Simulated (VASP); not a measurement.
# RbBr (Pm-3m) in VASP: further runs

The runs below take RbBr through single point, relaxation of cell and atoms, with PBE.

All numbers are computed with VASP 6.6.1; they aren't measurements. Logs are shortened: lines on timing, memory, paths and dates and some standing lists are left out, and cuts for length are marked.

## (1) The cell of the first run

Symmetry: Pm-3m, No. 221, cubic system. The conventional cell has a = 3.993 Å, b = 3.993 Å, c = 3.993 Å, α = 90.00°, β = 90.00°, γ = 90.00°. Within 4.5 Å of Rb (site symmetry m-3m) lie 8 Br at 3.46 Å and 6 Rb at 3.99 Å. Within 4.5 Å of Br (site symmetry m-3m) lie 8 Rb at 3.46 Å and 6 Br at 3.99 Å.

## (2) Single point, PBE

INCAR

```
PREC     = Accurate       # precision mode
ENCUT    = 520            # plane-wave cutoff, eV
EDIFF    = 1E-6           # SCF threshold, eV
ISMEAR   = 0              # smearing method
SIGMA    = 0.02           # smearing width, eV
LREAL    = F              # projectors in reciprocal space
LASPH    = T              # aspherical terms in the spheres
NELM     = 80             # most SCF steps
ALGO     = Normal         # electronic algorithm
ISIF     = 2              # what is computed and relaxed
LWAVE    = F              # write WAVECAR
LCHARG   = F              # write CHGCAR
GGA      = PE             # functional
NBANDS   = 15             # bands
```

KPOINTS

```
regular mesh
0
Gamma
  6 6 6
```

POSCAR

```
RbBr
1.0
    3.9929090525      0.0000000000      0.0000000000
    0.0000000000      3.9929090525      0.0000000000
    0.0000000000      0.0000000000      3.9929090525
Rb Br
1 1
Direct
    0.0000000000      0.0000000000      0.0000000000
    0.5000000000      0.5000000000      0.5000000000
```

Potentials or basis: VASP PAW PBE potentials, release 64 (Rb_sv, Br).

Started as:

```sh
$ cat potpaw_PBE.64/Rb_sv/POTCAR potpaw_PBE.64/Br/POTCAR > POTCAR
$ mpirun -np 1 vasp_std > vasp.out
```

OUTCAR:

```text
PREC = Accurate
   ENCUT = 520
   EDIFF = 1E-6
   ISMEAR = 0
   LREAL = F
   LASPH = T
   NELM = 80
   ISIF = 2
   GGA = PE

 ion  position               nearest neighbor table
   1  0.000  0.000  0.000-   2 3.46   2 3.46   2 3.46   2 3.46   2 3.46   2 3.46   2 3.46   2 3.46

   2  0.500  0.500  0.500-   1 3.46   1 3.46   1 3.46   1 3.46   1 3.46   1 3.46   1 3.46   1 3.46

  LATTYP: Found a simple cubic cell.
 ALAT       =     3.9929090525

  Lattice vectors:

 A1 = (   3.9929090525,   0.0000000000,   0.0000000000)
 A2 = (   0.0000000000,   3.9929090525,   0.0000000000)
 A3 = (   0.0000000000,   0.0000000000,   3.9929090525)

Analysis of symmetry for initial positions (statically):
=====================================================================
 Subroutine PRICEL returns:
 Original cell was already a primitive cell.

 Routine SETGRP: Setting up the symmetry group for a
 simple cubic supercell.

 Subroutine GETGRP returns: Found 48 space group operations
 (whereof 48 operations were pure point group operations)
 out of a pool of 48 trial point group operations.

The static configuration has the point symmetry O_h .

Analysis of symmetry for dynamics (positions and initial velocities):
=====================================================================
 Subroutine PRICEL returns:
 Original cell was already a primitive cell.

 Routine SETGRP: Setting up the symmetry group for a
 simple cubic supercell.

 Subroutine GETGRP returns: Found 48 space group operations
 (whereof 48 operations were pure point group operations)
 out of a pool of 48 trial point group operations.

The dynamic configuration has the point symmetry O_h .

 Subroutine INISYM returns: Found 48 space group operations
 (whereof 48 operations are pure point group operations),
 and found     1 'primitive' translations

----------------------------------------------------------------------------------------

                                     Primitive cell

  volume of cell :      63.6602

  direct lattice vectors                    reciprocal lattice vectors
     3.992909052  0.000000000  0.000000000     0.250443971  0.000000000  0.000000000
     0.000000000  3.992909052  0.000000000     0.000000000  0.250443971  0.000000000
     0.000000000  0.000000000  3.992909052     0.000000000  0.000000000  0.250443971

  length of vectors
     3.992909052  3.992909052  3.992909052     0.250443971  0.250443971  0.250443971

  position of ions in fractional coordinates (direct lattice)
     0.000000000  0.000000000  0.000000000
     0.500000000  0.500000000  0.500000000

  ion indices of the primitive-cell ions
   primitive index   ion index
                 1           1
                 2           2

----------------------------------------------------------------------------------------

 KPOINTS: regular mesh

Automatic generation of k-mesh.
 Grid dimensions read from file:
 generate k-points for:    6    6    6

 Generating k-lattice:

  Cartesian coordinates                     Fractional coordinates (reciprocal lattice)
     0.041740662  0.000000000  0.000000000     0.166666667  0.000000000  0.000000000
     0.000000000  0.041740662  0.000000000     0.000000000  0.166666667  0.000000000
     0.000000000  0.000000000  0.041740662     0.000000000  0.000000000  0.166666667

  Length of vectors
     0.041740662  0.041740662  0.041740662

  Shift w.r.t. Gamma in fractional coordinates (k-lattice)
     0.000000000  0.000000000  0.000000000

 Subroutine IBZKPT returns following result:
 ===========================================

 Found     20 irreducible k-points:

 Following reciprocal coordinates:
            Coordinates               Weight
  0.000000  0.000000  0.000000      1.000000
  0.166667  0.000000  0.000000      6.000000
  0.333333  0.000000  0.000000      6.000000
  0.500000  0.000000  0.000000      3.000000
  0.166667  0.166667  0.000000     12.000000
  0.333333  0.166667  0.000000     24.000000
[... 12 lines left out ...]
  0.500000  0.500000  0.333333      6.000000
  0.500000  0.500000  0.500000      1.000000
   k-points           NKPTS =     20   k-points in BZ     NKDIM =     20   number of bands    NBANDS=     15
   number of dos      NEDOS =    301   number of ions     NIONS =      2
   total plane-waves  NPLWV =  27000
   dimension x,y,z NGX =    30 NGY =   30 NGZ =   30
   dimension x,y,z NGXF=    60 NGYF=   60 NGZF=   60
   ions per type =               1   1
   NGX,Y,Z   is equivalent  to a cutoff of  12.49, 12.49, 12.49 a.u.
   NGXF,Y,Z  is equivalent  to a cutoff of  24.98, 24.98, 24.98 a.u.
 SYSTEM =  unknown system
   PREC   = accura    normal or accurate (medium, high low for compatibility)
   ISTART =      0    job   : 0-new  1-cont  2-samecut
   ICHARG =      2    charge: 1-file 2-atom 10-const
   ISPIN  =      1    spin polarized calculation?
   LNONCOLLINEAR =      F non collinear calculations
   LSORBIT =      F    spin-orbit coupling
   LASPH  =      T    aspherical Exc in radial PAW
   ENCUT  =  520.0 eV  38.22 Ry    6.18 a.u.   7.42  7.42  7.42*2*pi/ulx,y,z
   NELM   =     80;   NELMIN=  2; NELMDL= -5     # of ELM steps
   EDIFF  = 0.1E-05   stopping-criterion for ELM
   LREAL  =      F    real-space projection
   EDIFFG = 0.1E-04   stopping-criterion for IOM
   NSW    =      0    number of steps for IOM
   IBRION =     -1    ionic relax: 0-MD 1-quasi-New 2-CG
   NFREE  =      0    steps in history (QN), initial steepest desc. (CG)
   ISIF   =      2    stress and relaxation
   ISYM   =      2    0-nonsym 1-usesym 2-fastsym
   POTIM  = 0.5000    time-step for ionic-motion
   TEBEG  =    0.0;   TEEND  =   0.0 temperature during run
   PSTRESS=    0.0 pullay stress
   NELECT =      16.0000    total number of electrons
   NUPDOWN=      -1.0000    fix difference up-down
   EMIN   =  10.00;   EMAX   =-10.00  energy-range for DOS
   EFERMI =   0.00;   METHOD = LEGACY
   ISMEAR =     0;   SIGMA  =   0.02  broadening in eV -4-tet -1-fermi 0-gaus
   EFERMI_NEDOS =   21; number of points for ismear=-14 and -15
   IALGO  =     38    algorithm
   IMIX   =      4    mixing-type and parameters
     AMIX     =   0.40;   BMIX     =  1.00
     AMIX_MAG =   1.60;   BMIX_MAG =  1.00
  volume/ion in A,a.u.               =      31.83       214.80
  Fermi-wavevector in a.u.,A,eV,Ry     =   1.033139  1.952350 14.522534  1.067376
  Thomas-Fermi vector in A             =   2.167371
   LORBIT       =      0    0 simple, 1 ext, 2 COOP (PROOUT), +10 PAW based schemes
   GGA     = PE    functional components
   LHFCALC =     F    Hartree Fock is set to
   AEXX    =    0.0000 exact exchange contribution
   IVDW    =     0    specifies the selected vdW correction
   LEPSILON=     F    determine dielectric tensor
   LRPA    =     F    only Hartree local field effects (RPA)
 non-spin polarized calculation
 Gauss-broadening in eV      SIGMA  =   0.02
  energy-cutoff  :      520.00
  volume of cell :       63.66
 maximum number of plane-waves:      1743
 NGX is ok and might be reduce to    30
   NGX = 15   NGY = 15   NGZ = 15

 number of electron      15.9999997 magnetization

 Free energy of the ion-electron system (eV)
  ---------------------------------------------------
  ext. energy  EPLUGINS =         0.00000000
  ---------------------------------------------------
  free energy    TOTEN  =        -5.91961436 eV

  energy without entropy =       -5.91961436  energy(sigma->0) =       -5.91961436

 E-fermi :  -0.0268     XC(G=0):  -8.3565

 val. band max:       -0.1592575614   @ k =   0.5000   0.5000   0.0000
 cond. band min:       4.2881856267   @ k =   0.0000   0.0000   0.0000
 fundamental gap:      4.4474431881
 Fermi energy:        -0.0267921411

 k-point     1 :       0.0000    0.0000    0.0000
  band No.  band energies     occupation
      1     -25.1383      2.00000
      2     -12.9554      2.00000
      3      -9.1022      2.00000
      4      -9.1022      2.00000
      5      -9.1022      2.00000
      6      -0.3128      2.00000
      7      -0.3128      2.00000
      8      -0.3128      2.00000
      9       4.2882      0.00000
     10       5.2865      0.00000
     11       5.2865      0.00000
     12      10.0330      0.00000
     13      10.0330      0.00000
     14      10.0330      0.00000
     15      12.8813      0.00000

 k-point     2 :       0.1667    0.0000    0.0000
  band No.  band energies     occupation
      1     -25.1304      2.00000
      2     -12.9581      2.00000
      3      -9.1441      2.00000
      4      -9.0851      2.00000
      5      -9.0851      2.00000
      6      -0.9019      2.00000
      7      -0.3436      2.00000
      8      -0.3436      2.00000
      9       5.0007      0.00000
     10       5.5135      0.00000
     11       6.0019      0.00000
     12       9.9037      0.00000
     13       9.9037      0.00000
     14      10.2051      0.00000
     15      11.4805      0.00000

 k-point     3 :       0.3333    0.0000    0.0000
  band No.  band energies     occupation
      1     -25.1145      2.00000
      2     -12.9672      2.00000
      3      -9.2123      2.00000
      4      -9.0503      2.00000
      5      -9.0503      2.00000
      6      -1.7857      2.00000
      7      -0.4081      2.00000
      8      -0.4081      2.00000
      9       6.1495      0.00000
     10       6.4050      0.00000
     11       7.4812      0.00000
     12       9.5845      0.00000
     13       9.8745      0.00000
     14       9.8745      0.00000
     15      10.6377      0.00000
[... 271 lines left out ...]
 k-point    19 :       0.5000    0.5000    0.3333
  band No.  band energies     occupation
      1     -25.0578      2.00000
      2     -12.6049      2.00000
      3      -9.4282      2.00000
      4      -9.4282      2.00000
      5      -9.2977      2.00000
      6      -1.6476      2.00000
      7      -1.6476      2.00000
      8      -1.4290      2.00000
      9       7.2865      0.00000
     10       8.1539      0.00000
     11       8.1539      0.00000
     12       8.7857      0.00000
     13      10.2528      0.00000
     14      10.2528      0.00000
     15      12.5096      0.00000

 k-point    20 :       0.5000    0.5000    0.5000
  band No.  band energies     occupation
      1     -25.0511      2.00000
      2     -12.5680      2.00000
      3      -9.3955      2.00000
      4      -9.3955      2.00000
      5      -9.3955      2.00000
      6      -1.7557      2.00000
      7      -1.7557      2.00000
      8      -1.7557      2.00000
      9       8.4305      0.00000
     10       8.4305      0.00000
     11       8.4305      0.00000
     12       9.7010      0.00000
     13       9.7010      0.00000
     14       9.7010      0.00000
     15      12.5399      0.00000

------------------------ aborting loop because EDIFF is reached ----------------------------------------

  FORCE on cell =-STRESS in cart. coord.  units (eV):
  Direction    XX          YY          ZZ          XY          YZ          ZX
  --------------------------------------------------------------------------------------
  -------------------------------------------------------------------------------------
  Total        1.2152475      1.2152475      1.2152475      0.0000000      0.0000000      0.0000000
  in kB       30.5848993     30.5848993     30.5848993      0.0000000      0.0000000      0.0000000
  external PRESSURE =      30.5848993 kB  Pullay stress =       0.0000000 kB

 VOLUME and BASIS-vectors are now :
 -----------------------------------------------------------------------------
  energy-cutoff  :      520.00
  volume of cell :       63.66
      direct lattice vectors                 reciprocal lattice vectors
     3.992909052  0.000000000  0.000000000     0.250443971  0.000000000  0.000000000
     0.000000000  3.992909052  0.000000000     0.000000000  0.250443971  0.000000000
     0.000000000  0.000000000  3.992909052     0.000000000  0.000000000  0.250443971

 POSITION                                       TOTAL-FORCE (eV/Angst)
 -----------------------------------------------------------------------------------
      0.00000      0.00000      0.00000         0.000000      0.000000      0.000000
      1.99645      1.99645      1.99645         0.000000      0.000000      0.000000
 -----------------------------------------------------------------------------------
    total drift:                                0.000000      0.000000     -0.000000

  FREE ENERGIE OF THE ION-ELECTRON SYSTEM (eV)
  ---------------------------------------------------
  free  energy   TOTEN  =        -5.9196143624 eV

  energy  without entropy=       -5.9196143624  energy(sigma->0) =       -5.91961436
```

Wall time 40 s (1 thread of Intel Xeon 8259CL, shared host); peak memory 0.17 GiB.

Results:

```
Free energy            : -5.9196 eV
Pressure               : 3.1 GPa
Band gap on the k mesh : 4.45 eV (least direct gap 4.60 eV)
```

Levels at points of the mesh, in eV from the valence-band top:
```tsv
k point	band 4	band 5	band 6	band 7	band 8	band 9	band 10	band 11	band 12	band 13
(0.00, 0.00, 0.00)	-8.94	-8.94	-0.15	-0.15	-0.15	4.45	5.45	5.45	10.19	10.19
(0.50, 0.00, 0.00)	-8.87	-8.87	-1.99	-0.28	-0.28	6.89	7.59	8.20	8.71	10.23
(0.50, 0.50, 0.00)	-9.36	-8.83	-1.16	-1.16	0.00	5.34	6.30	8.03	8.03	11.62
(0.50, 0.50, 0.50)	-9.24	-9.24	-1.60	-1.60	-1.60	8.59	8.59	8.59	9.86	9.86
```

Caveat: the cell stands under pressure. A k mesh can miss the band edges.

(Continued in part 2 of 2.)
